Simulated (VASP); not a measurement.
# SiNi2 (Pnma) in VASP: single point with PBE

Aim: the single point of SiNi2 with PBE.

All numbers are computed with VASP 6.6.1; they aren't measurements. Logs are shortened: lines on timing, memory, paths and dates and some standing lists are left out, and cuts for length are marked.

## (1) The cell of the first run

It takes space group Pnma (No. 62, orthorhombic). The conventional cell has a = 4.790 Å, b = 3.720 Å, c = 7.030 Å, α = 90.00°, β = 90.00°, γ = 90.00°. Ni (site symmetry m) has 5 Si at 2.29 to 2.56 Å and 8 Ni at 2.53 to 2.68 Å within 3.0 Å. Within 3.0 Å of Ni (site symmetry m) lie 5 Si at 2.31 to 2.54 Å and 8 Ni at 2.46 to 2.68 Å. Within 3.3 Å of Si (site symmetry m) lie 11 Ni at 2.29 to 3.28 Å and 4 Si at 3.07 to 3.13 Å.

## (2) Single point, PBE, collinear spin, ferromagnetic start

File INCAR:

```
SYSTEM = SiNi2
  PREC = Accurate
  ENCUT = 520
  EDIFF = 1E-7
  ISMEAR = -1
  SIGMA = 0.05
  LREAL = .False.
  LASPH = .True.
  NELM = 150
  ALGO = Normal
  ISIF = 2
  LWAVE = .False.
  LCHARG = .True.
  ISPIN = 2
  MAGMOM = 1 1 1 1 1 1 1 1 0 0 0 0
  LORBIT = 11
  LMAXMIX = 4
  GGA = PE
  LELF = .True.
  LVHAR = .True.
  NBANDS = 64
```

File KPOINTS:

```
regular mesh
0
Gamma
  5 5 3
  0 0 0
```

File POSCAR:

```
SiNi2
1.0
    4.7904000000      0.0000000000      0.0000000000
    0.0000000000      3.7200000000      0.0000000000
    0.0000000000      0.0000000000      7.0300000000
Ni Si
8 4
Direct
    0.3261076144      0.7500000000      0.9406904871
    0.6738923856      0.2500000000      0.0593095129
    0.1738923856      0.2500000000      0.4406904871
    0.8261076144      0.7500000000      0.5593095129
    0.4551503147      0.7500000000      0.2904037852
    0.5448496853      0.2500000000      0.7095962148
    0.0448496853      0.2500000000      0.7904037852
    0.9551503147      0.7500000000      0.2095962148
    0.7976454787      0.7500000000      0.8863748515
    0.2023545213      0.2500000000      0.1136251485
    0.7023545213      0.2500000000      0.3863748515
    0.2976454787      0.7500000000      0.6136251485
```

Potentials or basis: VASP PAW PBE potentials, release 64 (Ni, Si).

Run with:

```bash
> cat potpaw_PBE.64/Ni/POTCAR potpaw_PBE.64/Si/POTCAR > POTCAR
> mpirun -np 1 vasp_std > vasp.out
```

OUTCAR:

```text
SYSTEM = SiNi2
   PREC = Accurate
   ENCUT = 520
   EDIFF = 1E-7
   ISMEAR = -1
   LREAL = .False.
   LASPH = .True.
   NELM = 150
   ISIF = 2
   ISPIN = 2
   LORBIT = 11
   GGA = PE

 ion  position               nearest neighbor table
   1  0.326  0.750  0.941-   9 2.29  10 2.30  10 2.30  12 2.30   7 2.53   7 2.53   5 2.54   9 2.56
                             8 2.59   2 2.63   2 2.63   6 2.68   6 2.68
   2  0.674  0.250  0.059-  10 2.29   9 2.30   9 2.30  11 2.30   8 2.53   8 2.53   6 2.54  10 2.56
                             7 2.59   1 2.63   1 2.63   5 2.68   5 2.68
   3  0.174  0.250  0.441-  11 2.29  12 2.30  12 2.30  10 2.30   5 2.53   5 2.53   7 2.54  11 2.56
                             6 2.59   4 2.63   4 2.63   8 2.68   8 2.68
   4  0.826  0.750  0.559-  12 2.29  11 2.30  11 2.30   9 2.30   6 2.53   6 2.53   8 2.54  12 2.56
                             5 2.59   3 2.63   3 2.63   7 2.68   7 2.68
   5  0.455  0.750  0.290-  11 2.31  11 2.31  12 2.39   8 2.46   8 2.46   3 2.53   3 2.53   1 2.54
                            10 2.54  10 2.54   4 2.59   2 2.68   2 2.68
   6  0.545  0.250  0.710-  12 2.31  12 2.31  11 2.39   7 2.46   7 2.46   4 2.53   4 2.53   2 2.54
                             9 2.54   9 2.54   3 2.59   1 2.68   1 2.68
   7  0.045  0.250  0.790-   9 2.31   9 2.31  10 2.39   6 2.46   6 2.46   1 2.53   1 2.53   3 2.54
                            12 2.54  12 2.54   2 2.59   4 2.68   4 2.68
   8  0.955  0.750  0.210-  10 2.31  10 2.31   9 2.39   5 2.46   5 2.46   2 2.53   2 2.53   4 2.54
                            11 2.54  11 2.54   1 2.59   3 2.68   3 2.68
   9  0.798  0.750  0.886-   1 2.29   2 2.30   2 2.30   4 2.30   7 2.31   7 2.31   8 2.39   6 2.54
                             6 2.54   1 2.56  12 3.07  12 3.07  10 3.13  10 3.13
  10  0.202  0.250  0.114-   2 2.29   1 2.30   1 2.30   3 2.30   8 2.31   8 2.31   7 2.39   5 2.54
                             5 2.54   2 2.56  11 3.07  11 3.07   9 3.13   9 3.13
  11  0.702  0.250  0.386-   3 2.29   4 2.30   4 2.30   2 2.30   5 2.31   5 2.31   6 2.39   8 2.54
                             8 2.54   3 2.56  10 3.07  10 3.07  12 3.13  12 3.13
  12  0.298  0.750  0.614-   4 2.29   3 2.30   3 2.30   1 2.30   6 2.31   6 2.31   5 2.39   7 2.54
                             7 2.54   4 2.56   9 3.07   9 3.07  11 3.13  11 3.13

  LATTYP: Found a simple orthorhombic cell.
 ALAT       =     3.7200000000
 B/A-ratio  =     1.2877419355
 C/A-ratio  =     1.8897849462

  Lattice vectors:

 A1 = (   0.0000000000,  -3.7200000000,   0.0000000000)
 A2 = (   4.7904000000,   0.0000000000,   0.0000000000)
 A3 = (   0.0000000000,   0.0000000000,   7.0300000000)

Analysis of symmetry for initial positions (statically):
=====================================================================
 Subroutine PRICEL returns:
 Original cell was already a primitive cell.

 Routine SETGRP: Setting up the symmetry group for a
 simple orthorhombic supercell.

 Subroutine GETGRP returns: Found  8 space group operations
 (whereof  2 operations were pure point group operations)
 out of a pool of  8 trial point group operations.

The static configuration has the point symmetry S_2 .
 The point group associated with its full space group is D_2h.

Analysis of symmetry for dynamics (positions and initial velocities):
=====================================================================
 Subroutine PRICEL returns:
 Original cell was already a primitive cell.

 Routine SETGRP: Setting up the symmetry group for a
 simple orthorhombic supercell.

 Subroutine GETGRP returns: Found  8 space group operations
 (whereof  2 operations were pure point group operations)
 out of a pool of  8 trial point group operations.

The dynamic configuration has the point symmetry S_2 .
 The point group associated with its full space group is D_2h.

Analysis of structural, dynamic, and magnetic symmetry:
=====================================================================
 Subroutine PRICEL returns:
 Original cell was already a primitive cell.

 Routine SETGRP: Setting up the symmetry group for a
 simple orthorhombic supercell.

 Subroutine GETGRP returns: Found  8 space group operations
 (whereof  2 operations were pure point group operations)
 out of a pool of  8 trial point group operations.

The overall configuration has the point symmetry S_2 .
 The point group associated with its full space group is D_2h.

 Subroutine INISYM returns: Found  8 space group operations
 (whereof  2 operations are pure point group operations),
 and found     1 'primitive' translations

[... 114 lines left out ...]
   ISYM   =      2    0-nonsym 1-usesym 2-fastsym
   POTIM  = 0.5000    time-step for ionic-motion
   TEBEG  =    0.0;   TEEND  =   0.0 temperature during run
   PSTRESS=    0.0 pullay stress
   NELECT =      96.0000    total number of electrons
   NUPDOWN=      -1.0000    fix difference up-down
   EMIN   =  10.00;   EMAX   =-10.00  energy-range for DOS
   EFERMI =   0.00;   METHOD = LEGACY
   ISMEAR =    -1;   SIGMA  =   0.05  broadening in eV -4-tet -1-fermi 0-gaus
   EFERMI_NEDOS =   21; number of points for ismear=-14 and -15
   IALGO  =     38    algorithm
   IMIX   =      4    mixing-type and parameters
     AMIX     =   0.40;   BMIX     =  1.00
     AMIX_MAG =   1.60;   BMIX_MAG =  1.00
  volume/ion in A,a.u.               =      10.44        70.45
  Fermi-wavevector in a.u.,A,eV,Ry     =   1.498104  2.831006 30.535758  2.244315
  Thomas-Fermi vector in A             =   2.609906
   LORBIT       =     11    0 simple, 1 ext, 2 COOP (PROOUT), +10 PAW based schemes
   GGA     = PE    functional components
   LHFCALC =     F    Hartree Fock is set to
   AEXX    =    0.0000 exact exchange contribution
   IVDW    =     0    specifies the selected vdW correction
   LEPSILON=     F    determine dielectric tensor
   LRPA    =     F    only Hartree local field effects (RPA)
 spin polarized calculation
  energy-cutoff  :      520.00
  volume of cell :      125.28
 maximum number of plane-waves:      3393
 NGX is ok and might be reduce to    36
   NGX = 17   NGY = 13   NGZ = 27

 number of electron      95.9999960 magnetization      -0.0002584

 number of electron      95.9999960 magnetization       0.0000331

 Free energy of the ion-electron system (eV)
  ---------------------------------------------------
  ext. energy  EPLUGINS =         0.00000000
  ---------------------------------------------------
  free energy    TOTEN  =       -71.80606282 eV

  energy without entropy =      -71.75901710  energy(sigma->0) =      -71.78253996

 E-fermi :  11.8510     XC(G=0): -13.1742

 val. band max:       11.8365133568   @ k =   0.0000   0.4000   0.3333
 cond. band min:      11.9161543586   @ k =   0.2000   0.4000   0.3333
 fundamental gap:      0.0796410017
 Fermi energy:        11.8510016742

 spin component 1

 k-point     1 :       0.0000    0.0000    0.0000
  band No.  band energies     occupation
      1      -1.2145      1.00000
      2       1.3740      1.00000
      3       1.4876      1.00000
      4       3.7121      1.00000
      5       5.1253      1.00000
      6       5.5420      1.00000
[... 1123 lines left out ...]
     59      17.8141      0.00000
     60      18.0937      0.00000
 Fermi energy:        11.8510016742

 spin component 2

 k-point     1 :       0.0000    0.0000    0.0000
  band No.  band energies     occupation
      1      -1.2145      1.00000
      2       1.3739      1.00000
      3       1.4876      1.00000
      4       3.7121      1.00000
      5       5.1253      1.00000
      6       5.5420      1.00000
[... 1123 lines left out ...]
     59      17.8141      0.00000
     60      18.0937      0.00000
 [bands above 60 left out]

------------------------ aborting loop because EDIFF is reached ----------------------------------------

  FORCE on cell =-STRESS in cart. coord.  units (eV):
  Direction    XX          YY          ZZ          XY          YZ          ZX
  --------------------------------------------------------------------------------------
  -------------------------------------------------------------------------------------
  Total       11.4157563      8.0474511      8.2395562      0.0000000      0.0000000      0.0000000
  in kB      145.9974359    102.9197880    105.3766427      0.0000000      0.0000000      0.0000000
  external PRESSURE =     118.0979556 kB  Pullay stress =       0.0000000 kB

 VOLUME and BASIS-vectors are now :
 -----------------------------------------------------------------------------
  energy-cutoff  :      520.00
  volume of cell :      125.28
      direct lattice vectors                 reciprocal lattice vectors
     4.790400000  0.000000000  0.000000000     0.208750835  0.000000000  0.000000000
     0.000000000  3.720000000  0.000000000     0.000000000  0.268817204  0.000000000
     0.000000000  0.000000000  7.030000000     0.000000000  0.000000000  0.142247511

 POSITION                                       TOTAL-FORCE (eV/Angst)
 -----------------------------------------------------------------------------------
      1.56219      2.79000      6.61305        -0.003429      0.000000     -0.000124
      3.22821      0.93000      0.41695         0.003429     -0.000000      0.000124
      0.83301      0.93000      3.09805         0.003429     -0.000000     -0.000124
      3.95739      2.79000      3.93195        -0.003429     -0.000000      0.000124
      2.18035      2.79000      2.04154        -0.011938     -0.000000     -0.013238
      2.61005      0.93000      4.98846         0.011938     -0.000000      0.013238
      0.21485      0.93000      5.55654         0.011938      0.000000     -0.013238
      4.57555      2.79000      1.47346        -0.011938     -0.000000      0.013238
      3.82104      2.79000      6.23122        -0.010807     -0.000000     -0.001012
      0.96936      0.93000      0.79878         0.010807      0.000000      0.001012
      3.36456      0.93000      2.71622         0.010807      0.000000     -0.001012
      1.42584      2.79000      4.31378        -0.010807     -0.000000      0.001012
 -----------------------------------------------------------------------------------
    total drift:                                0.000000      0.000000      0.000000

  FREE ENERGIE OF THE ION-ELECTRON SYSTEM (eV)
  ---------------------------------------------------
  free  energy   TOTEN  =       -71.8060628247 eV

  energy  without entropy=      -71.7590170974  energy(sigma->0) =      -71.78253996

 total charge

# of ion       s       p       d       tot
------------------------------------------
    1        0.495   0.634   8.504   9.633
    2        0.495   0.634   8.504   9.633
    3        0.495   0.634   8.504   9.633
    4        0.495   0.634   8.504   9.633
    5        0.471   0.605   8.490   9.565
    6        0.471   0.605   8.490   9.565
    7        0.471   0.605   8.490   9.565
    8        0.471   0.605   8.490   9.565
    9        0.727   0.911   0.000   1.638
   10        0.727   0.911   0.000   1.638
   11        0.727   0.911   0.000   1.638
   12        0.727   0.911   0.000   1.638
--------------------------------------------------
tot          6.772   8.601  67.973  83.346

 magnetization (x)

# of ion       s       p       d       tot
------------------------------------------
    1       -0.000  -0.000   0.000   0.000
    2       -0.000  -0.000   0.000   0.000
    3       -0.000  -0.000   0.000   0.000
    4       -0.000  -0.000   0.000   0.000
    5        0.000  -0.000   0.000   0.000
    6        0.000  -0.000   0.000   0.000
    7        0.000  -0.000   0.000   0.000
    8        0.000  -0.000   0.000   0.000
    9        0.000  -0.000   0.000  -0.000
   10        0.000  -0.000   0.000  -0.000
   11        0.000  -0.000   0.000  -0.000
   12        0.000  -0.000   0.000  -0.000
--------------------------------------------------
tot         -0.000  -0.000   0.000   0.000
```

Run time: 3.5 min. Hardware: 1 thread of Intel Xeon 6975P-C (Granite Rapids), shared host; peak memory 0.38 GiB.

What came out:

- Free energy: -71.8061 eV
- Pressure: 11.8 GPa
- Largest force: 0.018 eV/Å
- Band gap on the k mesh: zero (filled and empty bands overlap)
- Net moment: 0.00 μB per cell
- Valence electrons inside the program's atomic spheres: Ni 9.63, 9.56 (each value once); Si 1.64

Forces on the atoms (eV/Å):
```
Ni  -0.003  0.000  0.000
Ni   0.003  0.000  0.000
Ni   0.003  0.000  0.000
Ni  -0.003  0.000  0.000
Ni  -0.012  0.000 -0.013
Ni   0.012  0.000  0.013
Ni   0.012  0.000 -0.013
Ni  -0.012  0.000  0.013
Si  -0.011  0.000 -0.001
Si   0.011  0.000  0.001
Si   0.011  0.000 -0.001
Si  -0.011  0.000  0.001
```

Caveat: the cell stands under pressure; the moments typed at the start vanished in this run.

The gap in the log of VASP goes by the Fermi energy; the results here count the filled bands.